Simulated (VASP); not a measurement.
Here is a VASP 6.6.1 calculation.

The input INCAR:

```
SYSTEM = ZrO2
PREC = Accurate ; ENCUT = 600
EDIFF = 1E-6 ; ISMEAR = 0
SIGMA = 0.01 ; LREAL = .False.
LASPH = .True. ; NELM = 120
ALGO = Normal ; ISIF = 2
LWAVE = .False. ; LCHARG = .False.
NBANDS = 33 ; GGA_COMPAT = .False.
```

The input KPOINTS:

```
Automatic mesh
0
Gamma
  6 6 4
  0 0 0
```

The input POSCAR:

```
ZrO2
1.0
    3.5483593917      0.0000000000      0.0000000000
    0.0000000000      3.5483593917      0.0000000000
    0.0000000000      0.0000000000      5.0885791637
Zr O
2 4
Direct
    0.0000000000      0.0000000000      0.0000000000
    0.5000000000      0.5000000000      0.5000000000
    0.0000000000      0.5000000000      0.2094105251
    0.0000000000      0.5000000000      0.7094105251
    0.5000000000      0.0000000000      0.2905894749
    0.5000000000      0.0000000000      0.7905894749
```

Potentials or basis: VASP PAW LDA potentials, release 64 (Zr_sv, O).

Run with:

```sh
$ cat potpaw_LDA.64/Zr_sv/POTCAR potpaw_LDA.64/O/POTCAR > POTCAR
$ mpirun -np 1 vasp_std > vasp.out
```

Estimate the largest force.

0.027 eV/Å.

What does it give for the pressure?

2.6 GPa.

Forces on the atoms (eV/Å):
```
Zr   0.000  0.000  0.000
Zr   0.000  0.000  0.000
O    0.000  0.000  0.027
O    0.000  0.000  0.027
O    0.000  0.000 -0.027
O    0.000  0.000 -0.027
```
